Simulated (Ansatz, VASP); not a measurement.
**Two plane-wave programs on Sb**

```
Sb
1.0
     2.11022    1.21834    3.68128
    -2.11022    1.21834    3.68128
     0.00000   -2.43668    3.68128
Sb
2
Cartesian
  0.0000 0.0000 8.4652
  0.0000 0.0000 2.5786
```

Alike in both runs: task single point; functional PBE0; k mesh 4 × 4 × 4; occupations fermi-dirac, width 0.05 eV; no spin polarisation.

|  | VASP | Ansatz |
| --- | --- | --- |
| version | VASP 6.6.1 | Ansatz 0.2.0 |
| potentials or method | VASP PAW PBE potentials, release 64 (Sb_d_GW) | Ansatz PAW |
| plane-wave cutoff (eV) | 400 | 420 |
| valence electrons in the cell | 30 | 30 |

```csv
,VASP,Ansatz,Ansatz less VASP
gap on the k mesh at the Fermi level (eV),0.84,0.74,-0.101
least direct gap on the mesh (eV),0.99,0.89,-0.107
rms of the force components (eV/Å),0.013,0.031,+0.0180
```

Atom by atom the forces differ by 0.018 eV/Å (rms over components).

The k mesh is coarse, so the values compare programs but aren't converged. Spin-orbit coupling is off throughout.
